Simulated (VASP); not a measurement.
Input of a VASP 6.6.1 run:

File INCAR:

```
PREC     = Accurate       # precision mode
ENCUT    = 600            # plane-wave cutoff, eV
EDIFF    = 1E-6           # SCF threshold, eV
ISMEAR   = -1             # smearing method
SIGMA    = 0.1            # smearing width, eV
LREAL    = False          # projectors in reciprocal space
LASPH    = True           # aspherical terms in the spheres
NELM     = 100            # most SCF steps
ALGO     = Normal         # electronic algorithm
ISIF     = 3              # what is computed and relaxed
LWAVE    = False          # write WAVECAR
LCHARG   = False          # write CHGCAR
GGA      = PE             # functional
IVDW     = 12             # dispersion correction
IBRION   = 2              # ionic algorithm
NSW      = 80             # ionic steps
EDIFFG   = -0.002         # ionic threshold
PSTRESS  = 64.0
```

File KPOINTS:

```
regular mesh
0
Gamma
  12 12 12
```

Contents of POSCAR:

```
Sb
1.0
    2.1049024749      1.2152660105      3.4372047141
   -2.1049024749      1.2152660105      3.4372047141
    0.0000000000     -2.4305320210      3.4372047141
Sb
2
Direct
    0.2498193933      0.2498193933      0.2498193933
    0.7501806067      0.7501806067      0.7501806067
```

Potentials or basis: VASP PAW PBE potentials, release 64 (Sb).

Command:

```console
$ cat potpaw_PBE.64/Sb/POTCAR > POTCAR
$ mpirun -np 1 vasp_std > vasp.out
```

**Question.** Predict the dispersion energy per atom.

**Answer.** -0.542 eV.

**Question.** Estimate the band gap on the k mesh.

**Answer.** Zero (band 5 reaches 9.06 eV, above the bottom of band 6 at 8.04 eV).

**Question.** What does it give for the relaxed volume?

**Answer.** 26.40 Å³/atom.

Step by step:
| step | energy change (eV) | largest force (eV/Å) | pressure (GPa) | volume (Å³) |
| --- | --- | --- | --- | --- |
| 1 | 0.0000 | 0.0010 | 6.50 | 52.75 |
| 2 | -0.0049 | 0.0008 | 6.29 | 52.88 |
| 3 | -0.0020 | 0.0009 | 6.41 | 52.81 |

Caveat: the cell is relaxed towards a set pressure, so the enthalpy falls and the energy may rise; spin-orbit coupling is left out, which moves the levels of the heavy elements; pairwise dispersion overbinds metals, which lowers pressure and volume.
